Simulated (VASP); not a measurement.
The system is BeTe.

```xyz
2
Lattice="0.0000 2.7700 2.7700 2.7700 0.0000 2.7700 2.7700 2.7700 0.0000" Properties=species:S:1:pos:R:3 pbc="T T T"
Be    0.0000    0.0000    0.0000
Te    1.3850    1.3850    1.3850
```

- Program: VASP 6.6.1
- Task: relaxation of cell and atoms
- Functional: PBE
- Potentials or basis: VASP PAW PBE potentials, release 64 (Be, Te)
- Cutoff: 600 eV
- k mesh: 8 × 8 × 8
- Occupations: gaussian, width 0.01 eV
- Spin: no spin polarisation

At the start: pressure 4.5 GPa; volume 21.25 Å³/atom.

**Question.** How do energy, volume and symmetry change on relaxing?

**Answer.** Over 3 steps the energy falls by 19.8 meV/atom and the volume is 22.76 Å³/atom (+7.1 %); space group F-43m (No. 216, to 0.05 Å).

Step by step:
```tsv
step	energy change (eV)	largest force (eV/Å)	pressure (GPa)	volume (Å³)
1	0.0000	0.0000	4.45	42.51
2	-0.0377	0.0000	-0.85	46.25
3	-0.0396	0.0000	0.01	45.52
```

Final structure:
```
CELL_PARAMETERS angstrom
0.00000 2.83396 2.83396
2.83396 0.00000 2.83396
2.83396 2.83396 0.00000
ATOMIC_POSITIONS crystal
Be 0.00000 0.00000 0.00000
Te 0.25000 0.25000 0.25000
```
